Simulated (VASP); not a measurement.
# Si (Fd-3m) in VASP: single point with PBE

Aim: the single point of Si with PBE.

All numbers are computed with VASP 6.6.1; they aren't measurements. Logs are shortened: lines on timing, memory, paths and dates and some standing lists are left out, and cuts for length are marked.

## Step 1: The cell of the first run

It takes space group Fd-3m (No. 227, cubic). The conventional cell has a = 5.470 Å, b = 5.470 Å, c = 5.470 Å, α = 90.00°, β = 90.00°, γ = 90.00°. Within 3.1 Å of Si (site symmetry -43m) lie 4 Si at 2.37 Å.

## Step 2: Single point, PBE

Contents of INCAR:

```
  PREC = Accurate
  ENCUT = 520
  EDIFF = 1E-7
  ISMEAR = 0
  SIGMA = 0.02
  LREAL = False
  LASPH = True
  NELM = 60
  ALGO = Normal
  ISIF = 2
  LWAVE = False
  LCHARG = True
  GGA = PE
  LELF = True
  LVHAR = True
  NBANDS = 11
```

Contents of KPOINTS:

```
Automatic mesh
0
Gamma
  8 8 8
```

Contents of POSCAR:

```
Si
1.0
    0.0000000000      2.7351533510      2.7351533510
    2.7351533510      0.0000000000      2.7351533510
    2.7351533510      2.7351533510      0.0000000000
Si
2
Direct
    0.5000000000      0.5000000000      0.5000000000
    0.7500000000      0.7500000000      0.7500000000
```

Potentials or basis: VASP PAW PBE potentials, release 64 (Si).

On the command line:

```bash
> cat potpaw_PBE.64/Si/POTCAR > POTCAR
> mpirun -np 1 vasp_std > vasp.out
```

OUTCAR:

```text
PREC = Accurate
   ENCUT = 520
   EDIFF = 1E-7
   ISMEAR = 0
   LREAL = False
   LASPH = True
   NELM = 60
   ISIF = 2
   GGA = PE

 ion  position               nearest neighbor table
   1  0.500  0.500  0.500-   2 2.37   2 2.37   2 2.37   2 2.37
   2  0.750  0.750  0.750-   1 2.37   1 2.37   1 2.37   1 2.37

  LATTYP: Found a face centered cubic cell.
 ALAT       =     5.4703067020

  Lattice vectors:

 A1 = (   0.0000000000,   2.7351533510,   2.7351533510)
 A2 = (   2.7351533510,   0.0000000000,   2.7351533510)
 A3 = (   2.7351533510,   2.7351533510,   0.0000000000)

Analysis of symmetry for initial positions (statically):
=====================================================================
 Subroutine PRICEL returns:
 Original cell was already a primitive cell.

 Routine SETGRP: Setting up the symmetry group for a
 face centered cubic supercell.

 Subroutine GETGRP returns: Found 48 space group operations
 (whereof 24 operations were pure point group operations)
 out of a pool of 48 trial point group operations.

The static configuration has the point symmetry T_d .
 The point group associated with its full space group is O_h .

Analysis of symmetry for dynamics (positions and initial velocities):
=====================================================================
 Subroutine PRICEL returns:
 Original cell was already a primitive cell.

 Routine SETGRP: Setting up the symmetry group for a
 face centered cubic supercell.

 Subroutine GETGRP returns: Found 48 space group operations
 (whereof 24 operations were pure point group operations)
 out of a pool of 48 trial point group operations.

The dynamic configuration has the point symmetry T_d .
 The point group associated with its full space group is O_h .

 Subroutine INISYM returns: Found 48 space group operations
 (whereof 24 operations are pure point group operations),
 and found     1 'primitive' translations

----------------------------------------------------------------------------------------

                                     Primitive cell

  volume of cell :      40.9237

  direct lattice vectors                    reciprocal lattice vectors
     0.000000000  2.735153351  2.735153351    -0.182805107  0.182805107  0.182805107
     2.735153351  0.000000000  2.735153351     0.182805107 -0.182805107  0.182805107
     2.735153351  2.735153351  0.000000000     0.182805107  0.182805107 -0.182805107

  length of vectors
     3.868090964  3.868090964  3.868090964     0.316627733  0.316627733  0.316627733

  position of ions in fractional coordinates (direct lattice)
     0.500000000  0.500000000  0.500000000
     0.750000000  0.750000000  0.750000000

  ion indices of the primitive-cell ions
   primitive index   ion index
                 1           1
                 2           2

----------------------------------------------------------------------------------------

 KPOINTS: Automatic mesh

Automatic generation of k-mesh.
 Grid dimensions read from file:
 generate k-points for:    8    8    8

 Generating k-lattice:

  Cartesian coordinates                     Fractional coordinates (reciprocal lattice)
    -0.022850638  0.022850638  0.022850638     0.125000000  0.000000000  0.000000000
     0.022850638 -0.022850638  0.022850638     0.000000000  0.125000000  0.000000000
     0.022850638  0.022850638 -0.022850638     0.000000000  0.000000000  0.125000000

  Length of vectors
     0.039578467  0.039578467  0.039578467

  Shift w.r.t. Gamma in fractional coordinates (k-lattice)
     0.000000000  0.000000000  0.000000000

 Subroutine IBZKPT returns following result:
 ===========================================

 Found     29 irreducible k-points:

 Following reciprocal coordinates:
            Coordinates               Weight
  0.000000  0.000000  0.000000      1.000000
  0.125000  0.000000  0.000000      8.000000
  0.250000  0.000000  0.000000      8.000000
  0.375000  0.000000  0.000000      8.000000
  0.500000  0.000000  0.000000      4.000000
  0.125000  0.125000  0.000000      6.000000
[... 16 lines left out ...]
  0.500000  0.250000  0.125000     48.000000
 -0.375000  0.250000  0.125000     24.000000
 [... further k-points ...]
   k-points           NKPTS =     29   k-points in BZ     NKDIM =     29   number of bands    NBANDS=     11
   number of dos      NEDOS =    301   number of ions     NIONS =      2
   total plane-waves  NPLWV =  27000
   dimension x,y,z NGX =    30 NGY =   30 NGZ =   30
   dimension x,y,z NGXF=    60 NGYF=   60 NGZF=   60
   ions per type =               2
   NGX,Y,Z   is equivalent  to a cutoff of  12.89, 12.89, 12.89 a.u.
   NGXF,Y,Z  is equivalent  to a cutoff of  25.79, 25.79, 25.79 a.u.
 SYSTEM =  unknown system
   PREC   = accura    normal or accurate (medium, high low for compatibility)
   ISTART =      0    job   : 0-new  1-cont  2-samecut
   ICHARG =      2    charge: 1-file 2-atom 10-const
   ISPIN  =      1    spin polarized calculation?
   LNONCOLLINEAR =      F non collinear calculations
   LSORBIT =      F    spin-orbit coupling
   LASPH  =      T    aspherical Exc in radial PAW
   ENCUT  =  520.0 eV  38.22 Ry    6.18 a.u.   7.19  7.19  7.19*2*pi/ulx,y,z
   NELM   =     60;   NELMIN=  2; NELMDL= -5     # of ELM steps
   EDIFF  = 0.1E-06   stopping-criterion for ELM
   LREAL  =      F    real-space projection
   EDIFFG = 0.1E-05   stopping-criterion for IOM
   NSW    =      0    number of steps for IOM
   IBRION =     -1    ionic relax: 0-MD 1-quasi-New 2-CG
   NFREE  =      0    steps in history (QN), initial steepest desc. (CG)
   ISIF   =      2    stress and relaxation
   ISYM   =      2    0-nonsym 1-usesym 2-fastsym
   POTIM  = 0.5000    time-step for ionic-motion
   TEBEG  =    0.0;   TEEND  =   0.0 temperature during run
   PSTRESS=    0.0 pullay stress
   NELECT =       8.0000    total number of electrons
   NUPDOWN=      -1.0000    fix difference up-down
   EMIN   =  10.00;   EMAX   =-10.00  energy-range for DOS
   EFERMI =   0.00;   METHOD = LEGACY
   ISMEAR =     0;   SIGMA  =   0.02  broadening in eV -4-tet -1-fermi 0-gaus
   EFERMI_NEDOS =   21; number of points for ismear=-14 and -15
   IALGO  =     38    algorithm
   IMIX   =      4    mixing-type and parameters
     AMIX     =   0.40;   BMIX     =  1.00
     AMIX_MAG =   1.60;   BMIX_MAG =  1.00
  volume/ion in A,a.u.               =      20.46       138.08
  Fermi-wavevector in a.u.,A,eV,Ry     =   0.950123  1.795472 12.282437  0.902734
  Thomas-Fermi vector in A             =   2.078470
   LORBIT       =      0    0 simple, 1 ext, 2 COOP (PROOUT), +10 PAW based schemes
   GGA     = PE    functional components
   LHFCALC =     F    Hartree Fock is set to
   AEXX    =    0.0000 exact exchange contribution
   IVDW    =     0    specifies the selected vdW correction
   LEPSILON=     F    determine dielectric tensor
   LRPA    =     F    only Hartree local field effects (RPA)
 non-spin polarized calculation
 Gauss-broadening in eV      SIGMA  =   0.02
  energy-cutoff  :      520.00
  volume of cell :       40.92
 maximum number of plane-waves:      1124
 NGX is ok and might be reduce to    30
   NGX = 15   NGY = 15   NGZ = 15

 number of electron       8.0000001 magnetization

 Free energy of the ion-electron system (eV)
  ---------------------------------------------------
  ext. energy  EPLUGINS =         0.00000000
  ---------------------------------------------------
  free energy    TOTEN  =       -10.84607919 eV

  energy without entropy =      -10.84607919  energy(sigma->0) =      -10.84607919

 E-fermi :   5.7087     XC(G=0):  -9.3230

 val. band max:        5.6089608130   @ k =   0.0000   0.0000   0.0000
 cond. band min:       6.2603769381   @ k =   0.3750   0.3750   0.0000
 fundamental gap:      0.6514161251
 Fermi energy:         5.7087304341

 k-point     1 :       0.0000    0.0000    0.0000
  band No.  band energies     occupation
      1      -6.2001      2.00000
      2       5.6090      2.00000
      3       5.6090      2.00000
      4       5.6090      2.00000
      5       8.1649      0.00000
      6       8.1649      0.00000
      7       8.1649      0.00000
      8       8.7331      0.00000
      9      13.3169      0.00000
     10      13.3169      0.00000
     11      13.4833      0.00000

 k-point     2 :       0.1250    0.0000    0.0000
  band No.  band energies     occupation
      1      -5.9998      2.00000
      2       4.0184      2.00000
      3       5.3268      2.00000
      4       5.3268      2.00000
      5       8.0491      0.00000
      6       8.5801      0.00000
      7       8.5801      0.00000
      8      10.1344      0.00000
      9      12.8444      0.00000
     10      12.8444      0.00000
     11      14.2586      0.00000

 k-point     3 :       0.2500    0.0000    0.0000
  band No.  band energies     occupation
      1      -5.4158      2.00000
      2       1.7241      2.00000
      3       4.8644      2.00000
      4       4.8644      2.00000
      5       7.5652      0.00000
      6       9.0979      0.00000
      7       9.0979      0.00000
      8      12.3532      0.00000
      9      12.7952      0.00000
     10      12.7952      0.00000
     11      14.5360      0.00000

 k-point     4 :       0.3750    0.0000    0.0000
  band No.  band energies     occupation
      1      -4.5421      2.00000
      2      -0.2588      2.00000
      3       4.5418      2.00000
      4       4.5418      2.00000
      5       7.2006      0.00000
      6       9.0615      0.00000
      7       9.0615      0.00000
      8      13.4444      0.00000
      9      14.1459      0.00000
     10      14.1459      0.00000
     11      15.1141      0.00000

 k-point     5 :       0.5000    0.0000    0.0000
  band No.  band energies     occupation
      1      -3.9235      2.00000
      2      -1.2559      2.00000
      3       4.4312      2.00000
      4       4.4312      2.00000
      5       7.0724      0.00000
      6       8.9582      0.00000
      7       8.9582      0.00000
      8      13.3097      0.00000
      9      16.1014      0.00000
     10      16.1014      0.00000
     11      16.7839      0.00000
[... 211 lines left out ...]
 k-point    21 :       0.5000    0.5000    0.0000
  band No.  band energies     occupation
      1      -2.1346      2.00000
      2      -2.1346      2.00000
      3       2.8169      2.00000
      4       2.8169      2.00000
      5       6.3617      0.00000
      6       6.3617      0.00000
      7      15.5379      0.00000
      8      15.5379      0.00000
      9      16.5132      0.00000
     10      16.5132      0.00000
     11      18.0481      0.00000

 k-point    22 :       0.3750    0.2500    0.1250
  band No.  band energies     occupation
      1      -4.8962      2.00000
      2       1.3415      2.00000
      3       2.9590      2.00000
      4       4.2097      2.00000
      5       8.0517      0.00000
      6       9.4328      0.00000
      7       9.8121      0.00000
      8      11.0473      0.00000
      9      13.3187      0.00000
     10      15.7086      0.00000
     11      16.5688      0.00000

 k-point    23 :       0.5000    0.2500    0.1250
  band No.  band energies     occupation
      1      -4.0275      2.00000
      2      -0.1769      2.00000
      3       2.3552      2.00000
      4       3.7228      2.00000
      5       8.4725      0.00000
      6       9.1376      0.00000
      7      10.5849      0.00000
      8      11.4849      0.00000
      9      14.5362      0.00000
     10      15.2317      0.00000
     11      17.5077      0.00000

 k-point    24 :      -0.3750    0.2500    0.1250
  band No.  band energies     occupation
      1      -3.3940      2.00000
      2      -1.0954      2.00000
      3       2.2238      2.00000
      4       3.5001      2.00000
      5       8.6308      0.00000
      6       8.7556      0.00000
      7      11.4531      0.00000
      8      12.6731      0.00000
      9      12.9125      0.00000
     10      16.1138      0.00000
     11      17.1566      0.00000

 [... further k-points ...]
[... 5 lines left out ...]
  --------------------------------------------------------------------------------------
  -------------------------------------------------------------------------------------
  Total       -0.0201681     -0.0201681     -0.0201681     -0.0000000      0.0000000     -0.0000000
  in kB       -0.7895897     -0.7895897     -0.7895897     -0.0000000      0.0000000     -0.0000000
  external PRESSURE =      -0.7895897 kB  Pullay stress =       0.0000000 kB

 VOLUME and BASIS-vectors are now :
 -----------------------------------------------------------------------------
  energy-cutoff  :      520.00
  volume of cell :       40.92
      direct lattice vectors                 reciprocal lattice vectors
     0.000000000  2.735153351  2.735153351    -0.182805107  0.182805107  0.182805107
     2.735153351  0.000000000  2.735153351     0.182805107 -0.182805107  0.182805107
     2.735153351  2.735153351  0.000000000     0.182805107  0.182805107 -0.182805107

 POSITION                                       TOTAL-FORCE (eV/Angst)
 -----------------------------------------------------------------------------------
      2.73515      2.73515      2.73515         0.000000      0.000000      0.000000
      4.10273      4.10273      4.10273        -0.000000     -0.000000     -0.000000
 -----------------------------------------------------------------------------------
    total drift:                                0.000000     -0.000000     -0.000000

  FREE ENERGIE OF THE ION-ELECTRON SYSTEM (eV)
  ---------------------------------------------------
  free  energy   TOTEN  =       -10.8460791922 eV

  energy  without entropy=      -10.8460791922  energy(sigma->0) =      -10.84607919
```

It took 27 s on 1 thread of AMD EPYC 7R13 (Zen 3), shared host; peak memory 0.12 GiB.

Results:

- Free energy: -10.8461 eV
- Pressure: -0.1 GPa
- Band gap on the k mesh: 0.65 eV, indirect (least direct gap 2.56 eV)

Levels at points of the mesh, in eV from the valence-band top:
```csv
k point,band 2,band 3,band 4,band 5,band 6,band 7
"(0.00, 0.00, 0.00)",0.00,0.00,0.00,2.56,2.56,2.56
"(0.50, 0.00, 0.00)",-6.86,-1.18,-1.18,1.46,3.35,3.35
"(0.50, 0.50, 0.00)",-7.74,-2.79,-2.79,0.75,0.75,9.93
```

A k mesh can miss the band edges. As with any semilocal functional, this PBE gap is likely too small.
